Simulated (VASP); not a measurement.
# Li (Im-3m) in VASP: further runs

Li is run at these levels: r2SCAN; tasks: single point, relaxation of cell and atoms.

All numbers are computed with VASP 6.6.1; they aren't measurements. Logs are shortened: lines on timing, memory, paths and dates and some standing lists are left out, and cuts for length are marked.

### 1 The cell of the first run

It takes space group Im-3m (No. 229, cubic). The conventional cell has a = 3.474 Å, b = 3.474 Å, c = 3.474 Å, α = 90.00°, β = 90.00°, γ = 90.00°. Within 4.0 Å of Li (site symmetry m-3m) lie 14 Li at 3.01 to 3.47 Å.

### 2 Single point, r2SCAN, collinear spin, zero start

Input file POSCAR:

```
Li
1.0
    3.4736760844      0.0000000000      0.0000000000
    0.0000000000      3.4736760844      0.0000000000
    0.0000000000      0.0000000000      3.4736760844
Li
2
Direct
    0.0000000000      0.0000000000      0.0000000000
    0.5000000000      0.5000000000      0.5000000000
```

Input file INCAR.step1:

```
SYSTEM = Li
PREC = Accurate ; ENCUT = 520
ISMEAR = 1 ; SIGMA = 0.05
LREAL = .FALSE. ; LASPH = .TRUE.
NELM = 150 ; ISPIN = 2
MAGMOM = 0 0 ; NBANDS = 14
GGA = PE ; ALGO = Normal
EDIFF = 1E-4 ; LWAVE = .TRUE.
LCHARG = .FALSE.
```

Input file INCAR.step2:

```
SYSTEM = Li
PREC = Accurate ; ENCUT = 520
EDIFF = 1E-6 ; ISMEAR = 1
SIGMA = 0.05 ; LREAL = .FALSE.
LASPH = .TRUE. ; NELM = 150
ALGO = Normal ; ISIF = 2
LWAVE = .FALSE. ; LCHARG = .FALSE.
ISPIN = 2 ; MAGMOM = 0 0
LORBIT = 11 ; METAGGA = R2SCAN
LMIXTAU = .TRUE. ; NBANDS = 14
ISTART = 1
```

Input file KPOINTS:

```
regular mesh
0
G
  6 6 6
  0 0 0
```

Potentials or basis: VASP PAW PBE potentials, release 64 (Li_sv).

Command:

```console
cat potpaw_PBE.64/Li_sv/POTCAR > POTCAR
cp INCAR.step1 INCAR
mpirun -np 1 vasp_std > vasp.out
cp INCAR.step2 INCAR
mpirun -np 1 vasp_std > vasp.out
```

OUTCAR:

```text
SYSTEM = Li
   PREC = Accurate
   ENCUT = 520
   EDIFF = 1E-6
   ISMEAR = 1
   LREAL = .FALSE.
   LASPH = .TRUE.
   NELM = 150
   ISIF = 2
   ISPIN = 2
   LORBIT = 11
   METAGGA = R2SCAN
   ISTART = 1

 ion  position               nearest neighbor table
   1  0.000  0.000  0.000-
   2  0.500  0.500  0.500-

  LATTYP: Found a simple cubic cell.
 ALAT       =     3.4736760844

  Lattice vectors:

 A1 = (   3.4736760844,   0.0000000000,   0.0000000000)
 A2 = (   0.0000000000,   3.4736760844,   0.0000000000)
 A3 = (   0.0000000000,   0.0000000000,   3.4736760844)

Analysis of symmetry for initial positions (statically):
=====================================================================
 Subroutine PRICEL returns following result:

  LATTYP: Found a body centered cubic cell.
 ALAT       =     3.4736760844

  Lattice vectors:

 A1 = (   1.7368380422,   1.7368380422,  -1.7368380422)
 A2 = (  -1.7368380422,   1.7368380422,   1.7368380422)
 A3 = (   1.7368380422,  -1.7368380422,   1.7368380422)

   2 primitive cells build up your supercell.

 Routine SETGRP: Setting up the symmetry group for a
 simple cubic supercell.

 Subroutine GETGRP returns: Found 48 space group operations
 (whereof 48 operations were pure point group operations)
 out of a pool of 48 trial point group operations.

The static configuration has the point symmetry O_h .

Analysis of symmetry for dynamics (positions and initial velocities):
=====================================================================
 Subroutine PRICEL returns following result:

  LATTYP: Found a body centered cubic cell.
 ALAT       =     3.4736760844

  Lattice vectors:

 A1 = (   1.7368380422,   1.7368380422,  -1.7368380422)
 A2 = (  -1.7368380422,   1.7368380422,   1.7368380422)
 A3 = (   1.7368380422,  -1.7368380422,   1.7368380422)

   2 primitive cells build up your supercell.

 Routine SETGRP: Setting up the symmetry group for a
 simple cubic supercell.

 Subroutine GETGRP returns: Found 48 space group operations
 (whereof 48 operations were pure point group operations)
 out of a pool of 48 trial point group operations.

The dynamic configuration has the point symmetry O_h .

Analysis of structural, dynamic, and magnetic symmetry:
=====================================================================
 Subroutine PRICEL returns following result:

  LATTYP: Found a body centered cubic cell.
 ALAT       =     3.4736760844

  Lattice vectors:

 A1 = (   1.7368380422,   1.7368380422,  -1.7368380422)
 A2 = (  -1.7368380422,   1.7368380422,   1.7368380422)
 A3 = (   1.7368380422,  -1.7368380422,   1.7368380422)

   2 primitive cells build up your supercell.

 Routine SETGRP: Setting up the symmetry group for a
 simple cubic supercell.

 Subroutine GETGRP returns: Found 48 space group operations
 (whereof 48 operations were pure point group operations)
 out of a pool of 48 trial point group operations.

The overall configuration has the point symmetry O_h .

 Subroutine INISYM returns: Found 48 space group operations
 (whereof 48 operations are pure point group operations),
 and found     2 'primitive' translations

----------------------------------------------------------------------------------------

                                     Primitive cell

  volume of cell :      20.9574

  direct lattice vectors                    reciprocal lattice vectors
     1.736838042  1.736838042 -1.736838042     0.287879461  0.287879461  0.000000000
    -1.736838042  1.736838042  1.736838042    -0.000000000  0.287879461  0.287879461
     1.736838042 -1.736838042  1.736838042     0.287879461  0.000000000  0.287879461

  length of vectors
     3.008291734  3.008291734  3.008291734     0.407123039  0.407123039  0.407123039

  position of ions in fractional coordinates (direct lattice)
     0.000000000  0.000000000  0.000000000

  ion indices of the primitive-cell ions
   primitive index   ion index
                 1           1

----------------------------------------------------------------------------------------

 KPOINTS: regular mesh

Automatic generation of k-mesh.
 Grid dimensions read from file:
 generate k-points for:    6    6    6

 Generating k-lattice:

  Cartesian coordinates                     Fractional coordinates (reciprocal lattice)
     0.047979910  0.000000000  0.000000000     0.166666667  0.000000000  0.000000000
     0.000000000  0.047979910  0.000000000     0.000000000  0.166666667  0.000000000
     0.000000000  0.000000000  0.047979910     0.000000000  0.000000000  0.166666667

  Length of vectors
     0.047979910  0.047979910  0.047979910

  Shift w.r.t. Gamma in fractional coordinates (k-lattice)
     0.000000000  0.000000000  0.000000000

 Subroutine IBZKPT returns following result:
 ===========================================

 Found     20 irreducible k-points:

 Following reciprocal coordinates:
            Coordinates               Weight
  0.000000  0.000000  0.000000      1.000000
  0.166667  0.000000  0.000000      6.000000
  0.333333  0.000000  0.000000      6.000000
  0.500000  0.000000  0.000000      3.000000
  0.166667  0.166667  0.000000     12.000000
  0.333333  0.166667  0.000000     24.000000
[... 12 lines left out ...]
  0.500000  0.500000  0.333333      6.000000
  0.500000  0.500000  0.500000      1.000000
   k-points           NKPTS =     20   k-points in BZ     NKDIM =     20   number of bands    NBANDS=     14
   number of dos      NEDOS =    301   number of ions     NIONS =      2
   total plane-waves  NPLWV =  21952
   dimension x,y,z NGX =    28 NGY =   28 NGZ =   28
   dimension x,y,z NGXF=    56 NGYF=   56 NGZF=   56
   ions per type =               2
   NGX,Y,Z   is equivalent  to a cutoff of  13.40, 13.40, 13.40 a.u.
   NGXF,Y,Z  is equivalent  to a cutoff of  26.80, 26.80, 26.80 a.u.
 SYSTEM =  Li
   PREC   = accura    normal or accurate (medium, high low for compatibility)
   ISTART =      1    job   : 0-new  1-cont  2-samecut
   ICHARG =      0    charge: 1-file 2-atom 10-const
   ISPIN  =      2    spin polarized calculation?
   LNONCOLLINEAR =      F non collinear calculations
   LSORBIT =      F    spin-orbit coupling
   LASPH  =      T    aspherical Exc in radial PAW
   ENCUT  =  520.0 eV  38.22 Ry    6.18 a.u.   6.46  6.46  6.46*2*pi/ulx,y,z
   NELM   =    150;   NELMIN=  2; NELMDL=  0     # of ELM steps
   EDIFF  = 0.1E-05   stopping-criterion for ELM
   LREAL  =      F    real-space projection
   EDIFFG = 0.1E-04   stopping-criterion for IOM
   NSW    =      0    number of steps for IOM
   IBRION =     -1    ionic relax: 0-MD 1-quasi-New 2-CG
   NFREE  =      0    steps in history (QN), initial steepest desc. (CG)
   ISIF   =      2    stress and relaxation
   ISYM   =      2    0-nonsym 1-usesym 2-fastsym
   POTIM  = 0.5000    time-step for ionic-motion
   TEBEG  =    0.0;   TEEND  =   0.0 temperature during run
   PSTRESS=    0.0 pullay stress
   NELECT =       6.0000    total number of electrons
   NUPDOWN=      -1.0000    fix difference up-down
   EMIN   =  10.00;   EMAX   =-10.00  energy-range for DOS
   EFERMI =   0.00;   METHOD = LEGACY
   ISMEAR =     1;   SIGMA  =   0.05  broadening in eV -4-tet -1-fermi 0-gaus
   EFERMI_NEDOS =   21; number of points for ismear=-14 and -15
   IALGO  =     38    algorithm
   IMIX   =      4    mixing-type and parameters
     AMIX     =   0.40;   BMIX     =  1.00
     AMIX_MAG =   1.60;   BMIX_MAG =  1.00
  volume/ion in A,a.u.               =      20.96       141.43
  Fermi-wavevector in a.u.,A,eV,Ry     =   0.856385  1.618334  9.978458  0.733396
  Thomas-Fermi vector in A             =   1.973279
   LORBIT       =     11    0 simple, 1 ext, 2 COOP (PROOUT), +10 PAW based schemes
   METAGGA = R2SCAN    functional components
   LHFCALC =     F    Hartree Fock is set to
   AEXX    =    0.0000 exact exchange contribution
   IVDW    =     0    specifies the selected vdW correction
   LEPSILON=     F    determine dielectric tensor
   LRPA    =     F    only Hartree local field effects (RPA)
 spin polarized calculation
 Methfessel and Paxton  Order N= 1 SIGMA  =   0.05
  energy-cutoff  :      520.00
  volume of cell :       41.91
 maximum number of plane-waves:      1146
 NGX is ok and might be reduce to    28
   NGX = 13   NGY = 13   NGZ = 13

 number of electron       6.0000016 magnetization       0.1202792

 Free energy of the ion-electron system (eV)
  ---------------------------------------------------
  ext. energy  EPLUGINS =         0.00000000
  ---------------------------------------------------
  free energy    TOTEN  =        -4.76545527 eV

  energy without entropy =       -4.76390218  energy(sigma->0) =       -4.76493757

 E-fermi :   0.5037     XC(G=0):  -7.3615

 val. band max:        0.5012671940   @ k =   0.5000   0.3333   0.1667
 cond. band min:       0.6682708273   @ k =   0.5000   0.3333   0.1667
 fundamental gap:      0.1670036334
 Fermi energy:         0.5037297037

 spin component 1

 k-point     1 :       0.0000    0.0000    0.0000
  band No.  band energies     occupation
      1     -47.5857      1.00000
      2     -47.5556      1.00000
      3      -3.3626      1.00000
      4       6.4081      0.00000
      5       6.4081      0.00000
      6       6.4081      0.00000
      7       8.5273      0.00000
      8       8.5273      0.00000
      9      14.9439      0.00000
     10      16.3912      0.00000
     11      16.3912      0.00000
     12      16.3912      0.00000
     13      20.5727      0.00000
     14      20.5727      0.00000

 k-point     2 :       0.1667    0.0000    0.0000
  band No.  band energies     occupation
      1     -47.5834      1.00000
      2     -47.5571      1.00000
      3      -3.0796      1.00000
      4       3.9492      0.00000
      5       6.7675      0.00000
      6       6.7675      0.00000
      7       8.9000      0.00000
      8      11.3894      0.00000
      9      14.7813      0.00000
     10      14.7813      0.00000
[... 294 lines left out ...]
 k-point    20 :       0.5000    0.5000    0.5000
  band No.  band energies     occupation
      1     -47.5661      1.00000
      2     -47.5661      1.00000
      3       4.0601      0.00000
      4       4.0601      0.00000
      5       4.0601      0.00000
      6       4.0601      0.00000
      7       4.0601      0.00000
      8       4.0601      0.00000
      9       9.4077      0.00000
     10       9.4077      0.00000
     11      25.8870      0.00000
     12      25.8870      0.00000
     13      25.8870      0.00000
     14      25.8870      0.00000
 Fermi energy:         0.5037297037

 spin component 2

 k-point     1 :       0.0000    0.0000    0.0000
  band No.  band energies     occupation
      1     -47.6252      1.00000
      2     -47.5955      1.00000
      3      -3.1676      1.00000
      4       6.5923      0.00000
      5       6.5923      0.00000
      6       6.5923      0.00000
      7       8.6815      0.00000
      8       8.6815      0.00000
      9      15.4173      0.00000
     10      16.6175      0.00000
     11      16.6175      0.00000
     12      16.6175      0.00000
     13      20.7604      0.00000
     14      20.7604      0.00000

 k-point     2 :       0.1667    0.0000    0.0000
  band No.  band energies     occupation
      1     -47.6229      1.00000
      2     -47.5970      1.00000
      3      -2.8862      1.00000
      4       4.1217      0.00000
      5       6.9526      0.00000
      6       6.9526      0.00000
      7       9.0560      0.00000
      8      11.5869      0.00000
      9      14.9927      0.00000
     10      14.9927      0.00000
[... 294 lines left out ...]
 k-point    20 :       0.5000    0.5000    0.5000
  band No.  band energies     occupation
      1     -47.6058      1.00000
      2     -47.6058      1.00000
      3       4.2208      0.00000
      4       4.2208      0.00000
      5       4.2208      0.00000
      6       4.2208      0.00000
      7       4.2208      0.00000
      8       4.2208      0.00000
      9       9.7856      0.00000
     10       9.7856      0.00000
     11      26.1226      0.00000
     12      26.1226      0.00000
     13      26.1226      0.00000
     14      26.1226      0.00000

------------------------ aborting loop because EDIFF is reached ----------------------------------------

  FORCE on cell =-STRESS in cart. coord.  units (eV):
  Direction    XX          YY          ZZ          XY          YZ          ZX
  --------------------------------------------------------------------------------------
  -------------------------------------------------------------------------------------
  Total       -0.0319400     -0.0319400     -0.0319400     -0.0000000     -0.0000000      0.0000000
  in kB       -1.2208912     -1.2208912     -1.2208912     -0.0000000     -0.0000000      0.0000000
  external PRESSURE =      -1.2208912 kB  Pullay stress =       0.0000000 kB

 VOLUME and BASIS-vectors are now :
 -----------------------------------------------------------------------------
  energy-cutoff  :      520.00
  volume of cell :       41.91
      direct lattice vectors                 reciprocal lattice vectors
     3.473676084  0.000000000  0.000000000     0.287879461  0.000000000  0.000000000
     0.000000000  3.473676084  0.000000000     0.000000000  0.287879461  0.000000000
     0.000000000  0.000000000  3.473676084     0.000000000  0.000000000  0.287879461

 POSITION                                       TOTAL-FORCE (eV/Angst)
 -----------------------------------------------------------------------------------
      0.00000      0.00000      0.00000         0.000000      0.000000      0.000000
      1.73684      1.73684      1.73684         0.000000     -0.000000      0.000000
 -----------------------------------------------------------------------------------
    total drift:                                0.000000      0.000000      0.000000

  FREE ENERGIE OF THE ION-ELECTRON SYSTEM (eV)
  ---------------------------------------------------
  free  energy   TOTEN  =        -4.7654552720 eV

  energy  without entropy=       -4.7639021804  energy(sigma->0) =       -4.76493757

 total charge

# of ion       s       p       d       tot
------------------------------------------
    1        2.029   0.016   0.000   2.044
    2        2.029   0.016   0.000   2.044
--------------------------------------------------
tot          4.057   0.031   0.000   4.089

 magnetization (x)

# of ion       s       p       d       tot
------------------------------------------
    1        0.003   0.003   0.000   0.006
    2        0.003   0.003   0.000   0.006
--------------------------------------------------
tot          0.005   0.006   0.000   0.012
```

Run time: 56 s. Hardware: 1 thread of Intel Xeon 6975P-C (Granite Rapids), shared host; peak memory 0.18 GiB.

Results:

```
Free energy                                           : -4.7655 eV
Net moment                                            : 0.12 μB per cell
Valence electrons inside the program's atomic spheres : Li 2.04
```

Levels at points of the mesh, in eV from the Fermi level:
Spin up:
```tsv
k point	band 1	band 2	band 3	band 4	band 5	band 6
(0.00, 0.00, 0.00)	-48.09	-48.06	-3.87	5.90	5.90	5.90
(0.50, 0.00, 0.00)	-48.07	-48.07	-1.28	-1.28	9.10	9.10
(0.50, 0.50, 0.00)	-48.07	-48.07	0.25	0.25	3.34	3.34
(0.50, 0.50, 0.50)	-48.07	-48.07	3.56	3.56	3.56	3.56
```
Spin down:
| k point | band 1 | band 2 | band 3 | band 4 | band 5 | band 6 | band 7 |
| --- | --- | --- | --- | --- | --- | --- | --- |
| (0.00, 0.00, 0.00) | -48.13 | -48.10 | -3.67 | 6.09 | 6.09 | 6.09 | 8.18 |
| (0.50, 0.00, 0.00) | -48.11 | -48.11 | -1.09 | -1.09 | 9.30 | 9.30 | 9.30 |
| (0.50, 0.50, 0.00) | -48.11 | -48.11 | 0.40 | 0.40 | 3.57 | 3.57 | 11.38 |
| (0.50, 0.50, 0.50) | -48.11 | -48.11 | 3.72 | 3.72 | 3.72 | 3.72 | 3.72 |

Caveat: the cutoff is under 1.25 times the usual one of these potentials, so pressure, stress and relaxed cells hold a basis-set (Pulay) error; the PAW data sets were made with another functional, which shifts forces and pressure a little.

### 3 Relaxation of cell and atoms, r2SCAN, collinear spin, zero start

This run uses another cell than the first one, of 21.62 Å³/atom, 1.032 times its volume.

Input file POSCAR:

```
Li
1.0
    3.5100000000      0.0000000000      0.0000000000
    0.0000000000      3.5100000000      0.0000000000
    0.0000000000      0.0000000000      3.5100000000
Li
2
Direct
    0.0000000000      0.0000000000      0.0000000000
    0.5000000000      0.5000000000      0.5000000000
```

Input file INCAR.step1:

```
SYSTEM = Li
PREC = Accurate
ENCUT = 600
ISMEAR = 1
SIGMA = 0.05
LREAL = .False.
LASPH = .True.
NELM = 150
ISPIN = 2
MAGMOM = 0 0
GGA = PE
ALGO = Normal
EDIFF = 1E-4
LWAVE = .True.
LCHARG = .False.
```

Input file INCAR.step2:

```
SYSTEM = Li
PREC = Accurate
ENCUT = 600
EDIFF = 1E-7
ISMEAR = 1
SIGMA = 0.05
LREAL = .False.
LASPH = .True.
NELM = 150
ALGO = Normal
ISIF = 3
LWAVE = .False.
LCHARG = .False.
ISPIN = 2
MAGMOM = 0 0
LORBIT = 11
METAGGA = R2SCAN
LMIXTAU = .True.
IBRION = 2
NSW = 80
EDIFFG = -0.03
ISTART = 1
```

Input file KPOINTS:

```
Automatic mesh
0
Gamma
  6 6 6
  0 0 0
```

Potentials or basis: VASP PAW PBE potentials, release 64 (Li_sv).

Command:

```console
cat potpaw_PBE.64/Li_sv/POTCAR > POTCAR
cp INCAR.step1 INCAR
mpirun -np 1 vasp_std > vasp.out
cp INCAR.step2 INCAR
mpirun -np 1 vasp_std > vasp.out
```

Wall time 96 s (1 thread of Intel Xeon 6975P-C (Granite Rapids), shared host); peak memory 0.17 GiB.

It converged, with:

```
Free energy                                           : -4.7702 eV
Relaxed volume                                        : 20.86 Å³/atom
Relaxed cell                                          : a = 3.468 Å, b = 3.468 Å, c = 3.468 Å, α = 90.00°, β = 90.00°, γ = 90.00°
Space group after relaxing (to 0.05 Å)                : Im-3m (No. 229)
Energy gained by relaxing                             : 1.2 meV/atom
Ionic steps                                           : 3
Pressure after relaxing                               : -0.1 GPa
Net moment                                            : 0.12 μB per cell
Valence electrons inside the program's atomic spheres : Li 2.04
```

Step by step:
```tsv
step	energy change (eV)	largest force (eV/Å)	pressure (GPa)	volume (Å³)
1	0.0000	0.0000	-0.67	43.24
2	-0.0016	0.0000	-0.43	42.68
3	-0.0025	0.0000	-0.06	41.71
```

Final structure:
```cif
data_structure
_symmetry_space_group_name_H-M 'P 1'
_symmetry_Int_Tables_number 1
_cell_length_a 3.4681
_cell_length_b 3.4681
_cell_length_c 3.4681
_cell_angle_alpha 90.000
_cell_angle_beta 90.000
_cell_angle_gamma 90.000
_cell_volume 41.71
loop_
_atom_site_label
_atom_site_type_symbol
_atom_site_fract_x
_atom_site_fract_y
_atom_site_fract_z
_atom_site_occupancy
Li1 Li 0.00000 0.00000 0.00000 1
Li2 Li 0.50000 0.50000 0.50000 1
```

Levels at points of the mesh, in eV from the Fermi level:
Spin up:
```
           k point  band 1  band 2  band 3  band 4  band 5  band 6  band 7
(0.00, 0.00, 0.00)  -48.07  -48.04   -3.87    5.92    5.92    5.92    8.05
(0.50, 0.00, 0.00)  -48.06  -48.06   -1.28   -1.28    9.13    9.13    9.13
(0.50, 0.50, 0.00)  -48.06  -48.06    0.25    0.25    3.35    3.35   11.21
(0.50, 0.50, 0.50)  -48.05  -48.05    3.57    3.57    3.57    3.57    3.57
```
Spin down:
```csv
k point,band 1,band 2,band 3,band 4,band 5,band 6,band 7
"(0.00, 0.00, 0.00)",-48.12,-48.09,-3.67,6.11,6.11,6.11,8.20
"(0.50, 0.00, 0.00)",-48.10,-48.10,-1.09,-1.09,9.33,9.33,9.33
"(0.50, 0.50, 0.00)",-48.10,-48.10,0.40,0.40,3.60,3.60,11.42
"(0.50, 0.50, 0.50)",-48.10,-48.10,3.73,3.73,3.73,3.73,3.73
```

Caveat: the cutoff is under 1.25 times the usual one of these potentials, so pressure, stress and relaxed cells hold a basis-set (Pulay) error; the PAW data sets were made with another functional, which shifts forces and pressure a little.
